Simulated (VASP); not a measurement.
Cl:

```xyz
4
Lattice="3.1450 -2.2500 0.0000 3.1450 2.2500 0.0000 0.0000 0.0000 8.2100" Properties=species:S:1:pos:R:3 pbc="T T T"
Cl    3.1450   -1.6650    0.8210
Cl    3.1450   -0.5850    4.9260
Cl    3.1450    1.6650    7.3890
Cl    3.1450    0.5850    3.2840
```

```yaml
Program: VASP 6.6.1
Task: relaxation of cell and atoms
Functional: PBEsol
Potentials_or_basis: VASP PAW PBE potentials, release 64 (Cl)
Cutoff: 600 eV
k_mesh: 7 × 7 × 3
Occupations: fermi-dirac, width 0.05 eV
Spin: no spin polarisation
```

At the start: pressure -1.1 GPa; volume 29.05 Å³/atom.

Where does the relaxation end?

Over 41 steps the energy falls by 23.5 meV/atom and the volume is 26.85 Å³/atom (-7.6 %); space group Cmce (No. 64, to 0.1 Å) before and after.

The path:
```csv
step,energy change (eV),largest force (eV/Å),pressure (GPa),volume (Å³)
1,0.0000,0.3077,-1.11,116.19
3,-0.0134,0.1855,-0.18,114.72
5,-0.0420,0.1659,-0.13,111.25
7,0.0591,0.3993,3.26,95.96
9,-0.0744,0.0600,0.16,105.19
11,-0.0756,0.0395,-0.03,105.07
13,-0.0802,0.0603,0.01,104.66
15,-0.0863,0.0475,0.34,104.35
17,-0.0876,0.0995,0.43,104.71
19,-0.0914,0.0496,0.04,106.52
21,-0.0915,0.0395,-0.01,106.59
23,-0.0919,0.0366,-0.08,106.52
25,-0.0924,0.0211,0.12,106.07
27,-0.0925,0.0058,0.06,106.14
29,-0.0927,0.0186,0.03,106.18
31,-0.0934,0.0207,0.12,106.51
33,-0.0936,0.0469,0.18,106.76
35,-0.0938,0.0305,0.12,106.92
37,-0.0940,0.0206,0.02,107.23
39,-0.0940,0.0183,0.02,107.26
41,-0.0942,0.0089,0.00,107.39
```

Final structure:
```
Cl
1.0
     3.41502   -1.95850    0.00000
     3.41502    1.95850    0.00000
     0.00000    0.00000    8.02853
Cl
4
Direct
  0.87611 0.12389 0.11034
  0.62389 0.37611 0.61035
  0.12389 0.87611 0.88966
  0.37611 0.62389 0.38965
```

Caveat: this functional lacks dispersion, which holds the molecules together, so the pressure and a relaxed volume are unreliable; the PAW data sets were made with another functional, which shifts forces and pressure a little.
